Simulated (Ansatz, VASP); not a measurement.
**CsBr: VASP beside Ansatz**

```
CELL_PARAMETERS angstrom
4.32562 0.00000 0.00000
0.00000 4.32562 0.00000
0.00000 0.00000 4.32562
ATOMIC_POSITIONS crystal
Cs 0.00000 0.00000 0.00000
Br 0.50000 0.50000 0.50000
```

Change from the starting cell: volume scaled by 1, PAW files.

Alike in both runs: task electric field gradients; functional PBE; k mesh 7 × 7 × 7; occupations fermi-dirac, width 0.03 eV; no spin polarisation.

|  | VASP | Ansatz |
| --- | --- | --- |
| version | VASP 6.6.1 | Ansatz 0.2.0 |
| potentials or method | VASP PAW PBE potentials, release 64 (Cs_sv, Br) | PAW with Ansatz's default frozen-core files, scalar-relativistic |
| plane-wave cutoff (eV) | 400 | 420 |
| valence electrons in the cell | 16 | 16 |

```tsv
	VASP	Ansatz	Ansatz less VASP
gap on the k mesh at the Fermi level (eV)	4.42	4.43	+0.010
pressure (GPa)	0.6	0.6	-0.01
```

Neither program's run includes spin-orbit coupling.
